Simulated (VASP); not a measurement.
# Ta2N (P-3m1) in VASP: single point with PBE

Aim: the single point of Ta2N with PBE.

Program: VASP 6.6.1. These are calculated values, not measurements. Logs are shortened: lines on timing, memory, paths and dates and some standing lists are left out, and cuts for length are marked.

## 1. The cell of the first run

Symmetry: P-3m1, No. 164, trigonal system. The conventional cell has a = 3.113 Å, b = 3.113 Å, c = 4.870 Å, α = 90.00°, β = 90.00°, γ = 120.00°. Within 2.9 Å of Ta (site symmetry 3m) lie 3 N at 2.18 Å. Within 2.9 Å of N (site symmetry -3m) lie 6 Ta at 2.18 Å.

## 2. Single point, PBE

File INCAR:

```
SYSTEM = Ta2N
PREC     = Accurate       ! precision mode
ENCUT    = 600            ! plane-wave cutoff, eV
EDIFF    = 1E-6           ! SCF threshold, eV
ISMEAR   = 0              ! smearing method
SIGMA    = 0.1            ! smearing width, eV
LREAL    = .False.        ! projectors in reciprocal space
LASPH    = .True.         ! aspherical terms in the spheres
NELM     = 120            ! most SCF steps
ALGO     = Normal         ! electronic algorithm
ISIF     = 2              ! what is computed and relaxed
LWAVE    = .False.        ! write WAVECAR
LCHARG   = .True.         ! write CHGCAR
GGA      = PE             ! functional
LELF     = .True.         ! ELF
LVHAR    = .True.       
NBANDS   = 20             ! bands
GGA_COMPAT= .False.
```

File KPOINTS:

```
Automatic mesh
0
Gamma
  9 9 5
  0 0 0
```

File POSCAR:

```
Ta2N
1.0
    3.1128600000      0.0000000000      0.0000000000
   -1.5564300000      2.6958200000      0.0000000000
    0.0000000000      0.0000000000      4.8698400000
Ta N
2 1
Direct
    0.6666666667      0.3333333333      0.7452900000
    0.3333333333      0.6666666667      0.2547100000
    0.0000000000      0.0000000000      0.0000000000
```

Potentials or basis: VASP PAW PBE potentials, release 64 (Ta_pv, N).

On the command line:

```console
> cat potpaw_PBE.64/Ta_pv/POTCAR potpaw_PBE.64/N/POTCAR > POTCAR
> mpirun -np 1 vasp_std > vasp.out
```

OUTCAR:

```text
SYSTEM = Ta2N
   PREC = Accurate
   ENCUT = 600
   EDIFF = 1E-6
   ISMEAR = 0
   LREAL = .False.
   LASPH = .True.
   NELM = 120
   ISIF = 2
   GGA = PE

 ion  position               nearest neighbor table
   1  0.667  0.333  0.745-   3 2.18   3 2.18   3 2.18   2 2.99   2 2.99   2 2.99   2 3.06   2 3.06
                             2 3.06
   2  0.333  0.667  0.255-   3 2.18   3 2.18   3 2.18   1 2.99   1 2.99   1 2.99   1 3.06   1 3.06
                             1 3.06
   3  0.000  0.000  0.000-   1 2.18   2 2.18   1 2.18   2 2.18   1 2.18   2 2.18

  LATTYP: Found a hexagonal cell.
 ALAT       =     3.1128600000
 C/A-ratio  =     1.5644262832

  Lattice vectors:

 A1 = (   3.1128600000,   0.0000000000,   0.0000000000)
 A2 = (  -1.5564300000,   2.6958200000,   0.0000000000)
 A3 = (   0.0000000000,   0.0000000000,   4.8698400000)

Analysis of symmetry for initial positions (statically):
=====================================================================
 Subroutine PRICEL returns:
 Original cell was already a primitive cell.

 Routine SETGRP: Setting up the symmetry group for a
 hexagonal supercell.

 Subroutine GETGRP returns: Found 12 space group operations
 (whereof 12 operations were pure point group operations)
 out of a pool of 24 trial point group operations.

The static configuration has the point symmetry D_3d.

Analysis of symmetry for dynamics (positions and initial velocities):
=====================================================================
 Subroutine PRICEL returns:
 Original cell was already a primitive cell.

 Routine SETGRP: Setting up the symmetry group for a
 hexagonal supercell.

 Subroutine GETGRP returns: Found 12 space group operations
 (whereof 12 operations were pure point group operations)
 out of a pool of 24 trial point group operations.

The dynamic configuration has the point symmetry D_3d.

 Subroutine INISYM returns: Found 12 space group operations
 (whereof 12 operations are pure point group operations),
 and found     1 'primitive' translations

----------------------------------------------------------------------------------------

                                     Primitive cell

  volume of cell :      40.8663

  direct lattice vectors                    reciprocal lattice vectors
     3.112860000  0.000000000  0.000000000     0.321247984  0.185472324  0.000000000
    -1.556430000  2.695820000  0.000000000     0.000000000  0.370944648  0.000000000
     0.000000000  0.000000000  4.869840000     0.000000000  0.000000000  0.205345556

  length of vectors
     3.112860000  3.112863604  4.869840000     0.370945077  0.370944648  0.205345556

  position of ions in fractional coordinates (direct lattice)
     0.666666667  0.333333333  0.745290000
     0.333333333  0.666666667  0.254710000
     0.000000000  0.000000000  0.000000000

  ion indices of the primitive-cell ions
   primitive index   ion index
                 1           1
                 2           2
                 3           3

----------------------------------------------------------------------------------------

 KPOINTS: Automatic mesh

Automatic generation of k-mesh.
 Grid dimensions read from file:
 generate k-points for:    9    9    5

 Generating k-lattice:

  Cartesian coordinates                     Fractional coordinates (reciprocal lattice)
     0.035694220  0.020608036  0.000000000     0.111111111  0.000000000  0.000000000
     0.000000000  0.041216072  0.000000000     0.000000000  0.111111111  0.000000000
     0.000000000  0.000000000  0.041069111     0.000000000  0.000000000  0.200000000

  Length of vectors
     0.041216120  0.041216072  0.041069111

  Shift w.r.t. Gamma in fractional coordinates (k-lattice)
     0.000000000  0.000000000  0.000000000

 Subroutine IBZKPT returns following result:
 ===========================================

 Found     50 irreducible k-points:

 Following reciprocal coordinates:
            Coordinates               Weight
  0.000000  0.000000  0.000000      1.000000
  0.111111 -0.000000  0.000000      6.000000
  0.222222 -0.000000  0.000000      6.000000
  0.333333  0.000000  0.000000      6.000000
  0.444444 -0.000000  0.000000      6.000000
  0.111111  0.111111  0.000000      6.000000
[... 16 lines left out ...]
  0.222222  0.111111  0.200000     12.000000
 -0.111111  0.333333  0.200000     12.000000
 [... further k-points ...]
   k-points           NKPTS =     50   k-points in BZ     NKDIM =     50   number of bands    NBANDS=     20
   number of dos      NEDOS =    301   number of ions     NIONS =      3
   total plane-waves  NPLWV =  31360
   dimension x,y,z NGX =    28 NGY =   28 NGZ =   40
   dimension x,y,z NGXF=    56 NGYF=   56 NGZF=   80
   ions per type =               2   1
   NGX,Y,Z   is equivalent  to a cutoff of  14.95, 14.95, 13.66 a.u.
   NGXF,Y,Z  is equivalent  to a cutoff of  29.91, 29.91, 27.31 a.u.
 SYSTEM =  Ta2N
   PREC   = accura    normal or accurate (medium, high low for compatibility)
   ISTART =      0    job   : 0-new  1-cont  2-samecut
   ICHARG =      2    charge: 1-file 2-atom 10-const
   ISPIN  =      1    spin polarized calculation?
   LNONCOLLINEAR =      F non collinear calculations
   LSORBIT =      F    spin-orbit coupling
   LASPH  =      T    aspherical Exc in radial PAW
   ENCUT  =  600.0 eV  44.10 Ry    6.64 a.u.   6.22  6.22  9.73*2*pi/ulx,y,z
   NELM   =    120;   NELMIN=  2; NELMDL= -5     # of ELM steps
   EDIFF  = 0.1E-05   stopping-criterion for ELM
   LREAL  =      F    real-space projection
   EDIFFG = 0.1E-04   stopping-criterion for IOM
   NSW    =      0    number of steps for IOM
   IBRION =     -1    ionic relax: 0-MD 1-quasi-New 2-CG
   NFREE  =      0    steps in history (QN), initial steepest desc. (CG)
   ISIF   =      2    stress and relaxation
   ISYM   =      2    0-nonsym 1-usesym 2-fastsym
   POTIM  = 0.5000    time-step for ionic-motion
   TEBEG  =    0.0;   TEEND  =   0.0 temperature during run
   PSTRESS=    0.0 pullay stress
   NELECT =      27.0000    total number of electrons
   NUPDOWN=      -1.0000    fix difference up-down
   EMIN   =  10.00;   EMAX   =-10.00  energy-range for DOS
   EFERMI =   0.00;   METHOD = LEGACY
   ISMEAR =     0;   SIGMA  =   0.10  broadening in eV -4-tet -1-fermi 0-gaus
   EFERMI_NEDOS =   21; number of points for ismear=-14 and -15
   IALGO  =     38    algorithm
   IMIX   =      4    mixing-type and parameters
     AMIX     =   0.40;   BMIX     =  1.00
     AMIX_MAG =   1.60;   BMIX_MAG =  1.00
  volume/ion in A,a.u.               =      13.62        91.93
  Fermi-wavevector in a.u.,A,eV,Ry     =   1.425852  2.694469 27.661367  2.033053
  Thomas-Fermi vector in A             =   2.546192
   LORBIT       =      0    0 simple, 1 ext, 2 COOP (PROOUT), +10 PAW based schemes
   GGA     = PE    functional components
   LHFCALC =     F    Hartree Fock is set to
   AEXX    =    0.0000 exact exchange contribution
   IVDW    =     0    specifies the selected vdW correction
   LEPSILON=     F    determine dielectric tensor
   LRPA    =     F    only Hartree local field effects (RPA)
 non-spin polarized calculation
 Gauss-broadening in eV      SIGMA  =   0.10
  energy-cutoff  :      600.00
  volume of cell :       40.87
 maximum number of plane-waves:      1387
 NGX is ok and might be reduce to    28
   NGX = 13   NGY = 13   NGZ = 19

 number of electron      26.9999998 magnetization

 Free energy of the ion-electron system (eV)
  ---------------------------------------------------
  ext. energy  EPLUGINS =         0.00000000
  ---------------------------------------------------
  free energy    TOTEN  =       -34.37873645 eV

  energy without entropy =      -34.37017514  energy(sigma->0) =      -34.37445579

 E-fermi :   7.4815     XC(G=0): -12.8463

 val. band max:        7.4752719984   @ k =   0.2222  -0.0000   0.0000
 cond. band min:       7.5561553249   @ k =   0.2222   0.1111   0.4000
 fundamental gap:      0.0808833265
 Fermi energy:         7.4814733540

 k-point     1 :       0.0000    0.0000    0.0000
  band No.  band energies     occupation
      1     -28.2216      2.00000
      2     -27.5145      2.00000
      3     -27.5144      2.00000
      4     -27.3893      2.00000
      5     -27.3893      2.00000
      6     -27.2681      2.00000
[... 12 lines left out ...]
     19       8.6216      0.00000
     20      12.3895      0.00000

 k-point     2 :       0.1111   -0.0000    0.0000
  band No.  band energies     occupation
      1     -28.1855      2.00000
      2     -27.5855      2.00000
      3     -27.5399      2.00000
      4     -27.4603      2.00000
      5     -27.3952      2.00000
      6     -27.2823      2.00000
[... 12 lines left out ...]
     19       9.5091      0.00000
     20      12.3472      0.00000

 k-point     3 :       0.2222   -0.0000    0.0000
  band No.  band energies     occupation
      1     -28.0869      2.00000
      2     -27.7663      2.00000
      3     -27.6295      2.00000
      4     -27.5996      2.00000
      5     -27.4147      2.00000
      6     -27.3269      2.00000
[... 12 lines left out ...]
     19      11.3169      0.00000
     20      11.9284      0.00000

 k-point     4 :       0.3333    0.0000    0.0000
  band No.  band energies     occupation
      1     -27.9953      2.00000
      2     -27.9286      2.00000
      3     -27.8073      2.00000
      4     -27.6623      2.00000
      5     -27.4410      2.00000
      6     -27.4012      2.00000
[... 12 lines left out ...]
     19      11.5888      0.00000
     20      12.8238      0.00000

 k-point     5 :       0.4444   -0.0000    0.0000
  band No.  band energies     occupation
      1     -28.1138      2.00000
      2     -27.9186      2.00000
      3     -27.8210      2.00000
      4     -27.7014      2.00000
      5     -27.4825      2.00000
      6     -27.4596      2.00000
[... 12 lines left out ...]
     19      11.7780      0.00000
     20      11.9825      0.00000
[... 353 lines left out ...]
      6     -27.4674      2.00000
[... 12 lines left out ...]
     19      11.7046      0.00000
     20      13.4453      0.00000

 k-point    22 :       0.1111    0.1111    0.2000
  band No.  band energies     occupation
      1     -28.0685      2.00000
      2     -27.6643      2.00000
      3     -27.6503      2.00000
      4     -27.5454      2.00000
      5     -27.4402      2.00000
      6     -27.3503      2.00000
[... 12 lines left out ...]
     19      11.0896      0.00000
     20      11.2745      0.00000

 k-point    23 :       0.2222    0.1111    0.2000
  band No.  band energies     occupation
      1     -28.0122      2.00000
      2     -27.8663      2.00000
      3     -27.7400      2.00000
      4     -27.6278      2.00000
      5     -27.4826      2.00000
      6     -27.3776      2.00000
[... 12 lines left out ...]
     19      11.3087      0.00000
     20      12.2972      0.00000

 k-point    24 :      -0.1111    0.3333    0.2000
  band No.  band energies     occupation
      1     -28.0458      2.00000
      2     -27.8272      2.00000
      3     -27.7361      2.00000
      4     -27.6220      2.00000
      5     -27.4908      2.00000
      6     -27.3839      2.00000
[... 12 lines left out ...]
     19      11.2309      0.00000
     20      12.7822      0.00000

 [... further k-points ...]
[... 5 lines left out ...]
  --------------------------------------------------------------------------------------
  -------------------------------------------------------------------------------------
  Total       -0.3766771     -0.3766783      0.0921662      0.0000000      0.0000000      0.0000000
  in kB      -14.7677604    -14.7678060      3.6134101      0.0000000      0.0000000      0.0000000
  external PRESSURE =      -8.6407188 kB  Pullay stress =       0.0000000 kB

 VOLUME and BASIS-vectors are now :
 -----------------------------------------------------------------------------
  energy-cutoff  :      600.00
  volume of cell :       40.87
      direct lattice vectors                 reciprocal lattice vectors
     3.112860000  0.000000000  0.000000000     0.321247984  0.185472324  0.000000000
    -1.556430000  2.695820000  0.000000000     0.000000000  0.370944648  0.000000000
     0.000000000  0.000000000  4.869840000     0.000000000  0.000000000  0.205345556

 POSITION                                       TOTAL-FORCE (eV/Angst)
 -----------------------------------------------------------------------------------
      1.55643      0.89861      3.62944         0.000000     -0.000000     -0.050959
     -0.00000      1.79721      1.24040        -0.000000      0.000000      0.050959
      0.00000      0.00000      0.00000        -0.000000      0.000000      0.000000
 -----------------------------------------------------------------------------------
    total drift:                                0.000000     -0.000000     -0.000000

  FREE ENERGIE OF THE ION-ELECTRON SYSTEM (eV)
  ---------------------------------------------------
  free  energy   TOTEN  =       -34.3787364455 eV

  energy  without entropy=      -34.3701751441  energy(sigma->0) =      -34.37445579
```

It took 23 s on 1 thread of Intel Xeon 6975P-C (Granite Rapids), shared host; peak memory 0.2 GiB.

Results:

| Quantity | Value |
| --- | --- |
| Free energy | -34.3787 eV |
| Pressure | -0.9 GPa |
| Largest force | 0.051 eV/Å |

Forces in eV/Å, atoms in the order of the input:
```
Ta   0.000  0.000 -0.051
Ta   0.000  0.000  0.051
N    0.000  0.000  0.000
```

Caveat: spin-orbit coupling is left out, which moves the levels of the heavy elements.
